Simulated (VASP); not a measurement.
# Mo (Im-3m) in VASP: a series of runs, part 2 of 2

VASP 6.6.1. Earlier steps stand in the parts before.

### 5 Single point, PBE

This run uses another cell than the first one, of 15.79 Å³/atom, 1.204 times its volume.

INCAR reads:

```
SYSTEM = Mo
ALGO     = Fast           ! electronic algorithm
EDIFF    = 1E-6           ! SCF threshold, eV
ENCUT    = 520            ! plane-wave cutoff, eV
GGA      = PE             ! functional
ISIF     = 2              ! what is computed and relaxed
ISMEAR   = 0              ! smearing method
LASPH    = .True.         ! aspherical terms in the spheres
LCHARG   = .True.         ! write CHGCAR
LELF     = .True.         ! ELF
LREAL    = .False.        ! projectors in reciprocal space
LVHAR    = .True.       
LWAVE    = .False.        ! write WAVECAR
NBANDS   = 21             ! bands
NELM     = 80             ! most SCF steps
PREC     = Accurate       ! precision mode
SIGMA    = 0.1            ! smearing width, eV
```

KPOINTS reads:

```
k-points
0
Gamma
  16 16 16
  0 0 0
```

POSCAR reads:

```
Mo
1.0
    3.1606021841      0.0000000000      0.0000000000
    0.0000000000      3.1606021841      0.0000000000
    0.0000000000      0.0000000000      3.1606021841
Mo
2
Direct
    0.0000000000      0.0000000000      0.0000000000
    0.5000000000      0.5000000000      0.5000000000
```

Potentials or basis: VASP PAW PBE potentials, release 64 (Mo_sv).

Launch:

```console
$ cat potpaw_PBE.64/Mo_sv/POTCAR > POTCAR
$ mpirun -np 1 vasp_std > vasp.out
```

OUTCAR:

```text
SYSTEM = Mo
   EDIFF = 1E-6
   ENCUT = 520
   GGA = PE
   ISIF = 2
   ISMEAR = 0
   LASPH = .True.
   LREAL = .False.
   NELM = 80
   PREC = Accurate

 ion  position               nearest neighbor table
   1  0.000  0.000  0.000-   2 2.74   2 2.74   2 2.74   2 2.74   2 2.74   2 2.74   2 2.74   2 2.74

   2  0.500  0.500  0.500-   1 2.74   1 2.74   1 2.74   1 2.74   1 2.74   1 2.74   1 2.74   1 2.74

  LATTYP: Found a simple cubic cell.
 ALAT       =     3.1606021841

  Lattice vectors:

 A1 = (   3.1606021841,   0.0000000000,   0.0000000000)
 A2 = (   0.0000000000,   3.1606021841,   0.0000000000)
 A3 = (   0.0000000000,   0.0000000000,   3.1606021841)

Analysis of symmetry for initial positions (statically):
=====================================================================
 Subroutine PRICEL returns following result:

  LATTYP: Found a body centered cubic cell.
 ALAT       =     3.1606021841

  Lattice vectors:

 A1 = (   1.5803010921,   1.5803010921,  -1.5803010920)
 A2 = (  -1.5803010921,   1.5803010920,   1.5803010920)
 A3 = (   1.5803010921,  -1.5803010920,   1.5803010921)

   2 primitive cells build up your supercell.

 Routine SETGRP: Setting up the symmetry group for a
 simple cubic supercell.

 Subroutine GETGRP returns: Found 48 space group operations
 (whereof 48 operations were pure point group operations)
 out of a pool of 48 trial point group operations.

The static configuration has the point symmetry O_h .

Analysis of symmetry for dynamics (positions and initial velocities):
=====================================================================
 Subroutine PRICEL returns following result:

  LATTYP: Found a body centered cubic cell.
 ALAT       =     3.1606021841

  Lattice vectors:

 A1 = (   1.5803010921,   1.5803010921,  -1.5803010920)
 A2 = (  -1.5803010921,   1.5803010920,   1.5803010920)
 A3 = (   1.5803010921,  -1.5803010920,   1.5803010921)

   2 primitive cells build up your supercell.

 Routine SETGRP: Setting up the symmetry group for a
 simple cubic supercell.

 Subroutine GETGRP returns: Found 48 space group operations
 (whereof 48 operations were pure point group operations)
 out of a pool of 48 trial point group operations.

The dynamic configuration has the point symmetry O_h .

 Subroutine INISYM returns: Found 48 space group operations
 (whereof 48 operations are pure point group operations),
 and found     2 'primitive' translations

----------------------------------------------------------------------------------------

                                     Primitive cell

  volume of cell :      15.7863

  direct lattice vectors                    reciprocal lattice vectors
     1.580301092  1.580301092 -1.580301092     0.316395402  0.316395402  0.000000000
    -1.580301092  1.580301092  1.580301092    -0.000000000  0.316395402  0.316395402
     1.580301092 -1.580301092  1.580301092     0.316395402  0.000000000  0.316395402

  length of vectors
     2.737161783  2.737161783  2.737161783     0.447450669  0.447450669  0.447450669

  position of ions in fractional coordinates (direct lattice)
     0.000000000  0.000000000  0.000000000

  ion indices of the primitive-cell ions
   primitive index   ion index
                 1           1

[... 19 lines left out ...]
     0.000000000  0.000000000  0.000000000

 Subroutine IBZKPT returns following result:
 ===========================================

 Found    165 irreducible k-points:

 Following reciprocal coordinates:
            Coordinates               Weight
  0.000000  0.000000  0.000000      1.000000
  0.062500  0.000000  0.000000      6.000000
  0.125000  0.000000  0.000000      6.000000
  0.187500  0.000000  0.000000      6.000000
  0.250000  0.000000  0.000000      6.000000
  0.312500  0.000000  0.000000      6.000000
[... 16 lines left out ...]
  0.437500  0.125000  0.000000     24.000000
  0.500000  0.125000  0.000000     12.000000
 [... further k-points ...]
   k-points           NKPTS =    165   k-points in BZ     NKDIM =    165   number of bands    NBANDS=     21
   number of dos      NEDOS =    301   number of ions     NIONS =      2
   total plane-waves  NPLWV =  13824
   dimension x,y,z NGX =    24 NGY =   24 NGZ =   24
   dimension x,y,z NGXF=    48 NGYF=   48 NGZF=   48
   ions per type =               2
   NGX,Y,Z   is equivalent  to a cutoff of  12.62, 12.62, 12.62 a.u.
   NGXF,Y,Z  is equivalent  to a cutoff of  25.25, 25.25, 25.25 a.u.
 SYSTEM =  Mo
   PREC   = accura    normal or accurate (medium, high low for compatibility)
   ISTART =      0    job   : 0-new  1-cont  2-samecut
   ICHARG =      2    charge: 1-file 2-atom 10-const
   ISPIN  =      1    spin polarized calculation?
   LNONCOLLINEAR =      F non collinear calculations
   LSORBIT =      F    spin-orbit coupling
   LASPH  =      T    aspherical Exc in radial PAW
   ENCUT  =  520.0 eV  38.22 Ry    6.18 a.u.   5.88  5.88  5.88*2*pi/ulx,y,z
   NELM   =     80;   NELMIN=  2; NELMDL= -5     # of ELM steps
   EDIFF  = 0.1E-05   stopping-criterion for ELM
   LREAL  =      F    real-space projection
   EDIFFG = 0.1E-04   stopping-criterion for IOM
   NSW    =      0    number of steps for IOM
   IBRION =     -1    ionic relax: 0-MD 1-quasi-New 2-CG
   NFREE  =      0    steps in history (QN), initial steepest desc. (CG)
   ISIF   =      2    stress and relaxation
   ISYM   =      2    0-nonsym 1-usesym 2-fastsym
   POTIM  = 0.5000    time-step for ionic-motion
   TEBEG  =    0.0;   TEEND  =   0.0 temperature during run
   PSTRESS=    0.0 pullay stress
   NELECT =      28.0000    total number of electrons
   NUPDOWN=      -1.0000    fix difference up-down
   EMIN   =  10.00;   EMAX   =-10.00  energy-range for DOS
   EFERMI =   0.00;   METHOD = LEGACY
   ISMEAR =     0;   SIGMA  =   0.10  broadening in eV -4-tet -1-fermi 0-gaus
   EFERMI_NEDOS =   21; number of points for ismear=-14 and -15
   IALGO  =     68    algorithm
   IMIX   =      4    mixing-type and parameters
     AMIX     =   0.40;   BMIX     =  1.00
     AMIX_MAG =   1.60;   BMIX_MAG =  1.00
  volume/ion in A,a.u.               =      15.79       106.53
  Fermi-wavevector in a.u.,A,eV,Ry     =   1.572863  2.972281 33.659443  2.473899
  Thomas-Fermi vector in A             =   2.674234
   LORBIT       =      0    0 simple, 1 ext, 2 COOP (PROOUT), +10 PAW based schemes
   GGA     = PE    functional components
   LHFCALC =     F    Hartree Fock is set to
   AEXX    =    0.0000 exact exchange contribution
   IVDW    =     0    specifies the selected vdW correction
   LEPSILON=     F    determine dielectric tensor
   LRPA    =     F    only Hartree local field effects (RPA)
 non-spin polarized calculation
 RMM-DIIS sequential band-by-band and
 Gauss-broadening in eV      SIGMA  =   0.10
  energy-cutoff  :      520.00
  volume of cell :       31.57
 maximum number of plane-waves:       876
 NGX is ok and might be reduce to    24
   NGX = 11   NGY = 11   NGZ = 11

 number of electron      28.0000007 magnetization

 Free energy of the ion-electron system (eV)
  ---------------------------------------------------
  ext. energy  EPLUGINS =         0.00000000
  ---------------------------------------------------
  free energy    TOTEN  =       -21.87254090 eV

  energy without entropy =      -21.86621410  energy(sigma->0) =      -21.86937750

 E-fermi :  12.4485     XC(G=0): -13.3348

 val. band max:       12.4251786000   @ k =   0.1875   0.1250   0.1250
 cond. band min:      12.4527353678   @ k =   0.4375   0.1250   0.0000
 fundamental gap:      0.0275567677
 Fermi energy:        12.4485444907

 k-point     1 :       0.0000    0.0000    0.0000
  band No.  band energies     occupation
      1     -48.8428      2.00000
      2     -48.4092      2.00000
      3     -23.0683      2.00000
      4     -23.0683      2.00000
      5     -23.0683      2.00000
      6     -22.1315      2.00000
[... 565 lines left out ...]
     20      15.8898      0.00000
     21      26.7565      0.00000

 [... further k-points ...]

------------------------ aborting loop because EDIFF is reached ----------------------------------------

  FORCE on cell =-STRESS in cart. coord.  units (eV):
  Direction    XX          YY          ZZ          XY          YZ          ZX
  --------------------------------------------------------------------------------------
  -------------------------------------------------------------------------------------
  Total        0.1031224      0.1031224      0.1031224      0.0000000     -0.0000000      0.0000000
  in kB        5.2330408      5.2330408      5.2330408      0.0000000     -0.0000000      0.0000000
  external PRESSURE =       5.2330408 kB  Pullay stress =       0.0000000 kB

 VOLUME and BASIS-vectors are now :
 -----------------------------------------------------------------------------
  energy-cutoff  :      520.00
  volume of cell :       31.57
      direct lattice vectors                 reciprocal lattice vectors
     3.160602184  0.000000000  0.000000000     0.316395402  0.000000000  0.000000000
     0.000000000  3.160602184  0.000000000     0.000000000  0.316395402  0.000000000
     0.000000000  0.000000000  3.160602184     0.000000000  0.000000000  0.316395402

 POSITION                                       TOTAL-FORCE (eV/Angst)
 -----------------------------------------------------------------------------------
      0.00000      0.00000      0.00000        -0.000000      0.000000     -0.000000
      1.58030      1.58030      1.58030         0.000000     -0.000000      0.000000
 -----------------------------------------------------------------------------------
    total drift:                                0.000000      0.000000     -0.000000

  FREE ENERGIE OF THE ION-ELECTRON SYSTEM (eV)
  ---------------------------------------------------
  free  energy   TOTEN  =       -21.8725409042 eV

  energy  without entropy=      -21.8662140974  energy(sigma->0) =      -21.86937750
```

Wall time 23 s (1 thread of Intel Xeon 6975P-C (Granite Rapids), shared host); peak memory 0.2 GiB.

Results:

```yaml
Free_energy: -21.8725 eV
Pressure: 0.5 GPa
Band_gap_on_the_k_mesh: zero (band 14 reaches 14.03 eV, above the bottom of band 15 at 11.82 eV)
```

### 6 Single point, PBE (equal strain along all axes, cell held: +2.0 %)

INCAR reads:

```
SYSTEM = Mo
PREC = Accurate
ENCUT = 520
EDIFF = 1E-7
ISMEAR = 0
SIGMA = 0.1
LREAL = .False.
LASPH = .True.
NELM = 60
ALGO = Normal
ISIF = 2
LWAVE = .False.
LCHARG = .True.
GGA = PE
LELF = .True.
LVHAR = .True.
NBANDS = 21
```

KPOINTS reads:

```
regular mesh
0
Gamma
  16 16 16
  0 0 0
```

POSCAR reads:

```
Mo
1.0
    3.2238142278      0.0000000000      0.0000000000
    0.0000000000      3.2238142278      0.0000000000
    0.0000000000      0.0000000000      3.2238142278
Mo
2
Direct
    0.0000000000      0.0000000000      0.0000000000
    0.5000000000      0.5000000000      0.5000000000
```

Potentials or basis: VASP PAW PBE potentials, release 64 (Mo_sv).

Launch:

```console
$ cat potpaw_PBE.64/Mo_sv/POTCAR > POTCAR
$ mpirun -np 1 vasp_std > vasp.out
```

OUTCAR:

```text
SYSTEM = Mo
   PREC = Accurate
   ENCUT = 520
   EDIFF = 1E-7
   ISMEAR = 0
   LREAL = .False.
   LASPH = .True.
   NELM = 60
   ISIF = 2
   GGA = PE

 ion  position               nearest neighbor table
   1  0.000  0.000  0.000-   2 2.79   2 2.79   2 2.79   2 2.79   2 2.79   2 2.79   2 2.79   2 2.79

   2  0.500  0.500  0.500-   1 2.79   1 2.79   1 2.79   1 2.79   1 2.79   1 2.79   1 2.79   1 2.79

  LATTYP: Found a simple cubic cell.
 ALAT       =     3.2238142278

  Lattice vectors:

 A1 = (   3.2238142278,   0.0000000000,   0.0000000000)
[... 782 lines left out ...]

  FORCE on cell =-STRESS in cart. coord.  units (eV):
  Direction    XX          YY          ZZ          XY          YZ          ZX
  --------------------------------------------------------------------------------------
  -------------------------------------------------------------------------------------
  Total       -2.7552443     -2.7552443     -2.7552443     -0.0000000      0.0000000     -0.0000000
  in kB     -131.7530469   -131.7530469   -131.7530469     -0.0000000      0.0000000     -0.0000000
  external PRESSURE =    -131.7530469 kB  Pullay stress =       0.0000000 kB

 VOLUME and BASIS-vectors are now :
 -----------------------------------------------------------------------------
  energy-cutoff  :      520.00
  volume of cell :       33.51
      direct lattice vectors                 reciprocal lattice vectors
     3.223814228  0.000000000  0.000000000     0.310191571  0.000000000  0.000000000
     0.000000000  3.223814228  0.000000000     0.000000000  0.310191571  0.000000000
     0.000000000  0.000000000  3.223814228     0.000000000  0.000000000  0.310191571

 POSITION                                       TOTAL-FORCE (eV/Angst)
 -----------------------------------------------------------------------------------
      0.00000      0.00000      0.00000        -0.000000     -0.000000     -0.000000
      1.61191      1.61191      1.61191         0.000000      0.000000      0.000000
 -----------------------------------------------------------------------------------
    total drift:                                0.000000      0.000000     -0.000000

  FREE ENERGIE OF THE ION-ELECTRON SYSTEM (eV)
  ---------------------------------------------------
  free  energy   TOTEN  =       -21.7925856939 eV

  energy  without entropy=      -21.7852326713  energy(sigma->0) =      -21.78890918
```

OSZICAR:

```text
N       E                     dE             d eps       ncg     rms          rms(c)
DAV:   1     0.270975953052E+03    0.27098E+03   -0.16829E+04  6930   0.138E+03
DAV:   2    -0.174470318650E+02   -0.28842E+03   -0.28026E+03  7866   0.426E+02
DAV:   3    -0.232087357072E+02   -0.57617E+01   -0.56661E+01  7821   0.606E+01
DAV:   4    -0.232382957948E+02   -0.29560E-01   -0.29545E-01  7683   0.457E+00
DAV:   5    -0.232384925878E+02   -0.19679E-03   -0.19679E-03  8048   0.371E-01    0.178E+01
DAV:   6    -0.219556858582E+02    0.12828E+01   -0.24770E+00  7500   0.136E+01    0.426E+00
DAV:   7    -0.218001608974E+02    0.15552E+00   -0.43646E-01  7951   0.517E+00    0.151E+00
DAV:   8    -0.217924692093E+02    0.76917E-02   -0.87325E-03  7105   0.957E-01    0.314E-01
DAV:   9    -0.217925637287E+02   -0.94519E-04   -0.52091E-04  8103   0.222E-01    0.892E-02
DAV:  10    -0.217925864123E+02   -0.22684E-04   -0.27131E-05  7215   0.481E-02    0.149E-02
DAV:  11    -0.217925860243E+02    0.38798E-06   -0.17514E-06  8208   0.100E-02    0.175E-03
DAV:  12    -0.217925856721E+02    0.35220E-06   -0.28130E-08  4100   0.168E-03    0.294E-04
DAV:  13    -0.217925856939E+02   -0.21765E-07   -0.24114E-09  3750   0.469E-04
   1 F= -.21792586E+02 E0= -.21788909E+02  d E =-.735302E-02
```

stdout:

```text
POSCAR found type information on POSCAR Mo
 POSCAR found :  1 types and       2 ions
 scaLAPACK will be used
 LDA part: xc-table for (Slater+PW92), standard interpolation
 POSCAR, INCAR and KPOINTS ok, starting setup
 FFT: planning ... GRIDC
 FFT: planning ... GRID_SOFT
 FFT: planning ... GRID
 WAVECAR not read
 entering main loop
```

It took 22 s on 1 thread of Intel Xeon 6975P-C (Granite Rapids), shared host; peak memory 0.2 GiB.

Results:

```yaml
Free_energy: -21.7926 eV
Pressure: -13.2 GPa
Band_gap_on_the_k_mesh: zero (band 14 reaches 12.90 eV, above the bottom of band 15 at 10.94 eV)
```

Caveat: the cell differs from its parent crystal (equal strain along all axes, cell held: +2.0 %).

### 7 Overview

```csv
cell,gap on the mesh (eV),pressure (GPa)
"a = 2.971 Å, 2 atoms",none,71.5
"a = 3.034 Å, 2 atoms",none,41.9
"a = 3.097 Å, 2 atoms",none,18.6
"a = 3.161 Å, 2 atoms",none,0.5
"a = 3.224 Å, 2 atoms",none,-13.2
```

Alike in all rows: task single point; level PBE; potentials or basis VASP PAW PBE potentials, release 64 (Mo_sv); no spin polarisation; k mesh 16 × 16 × 16; cutoff (eV) 520; smearing gaussian 0.1 eV.

Absolute energies hang on the potentials; compare differences alone.
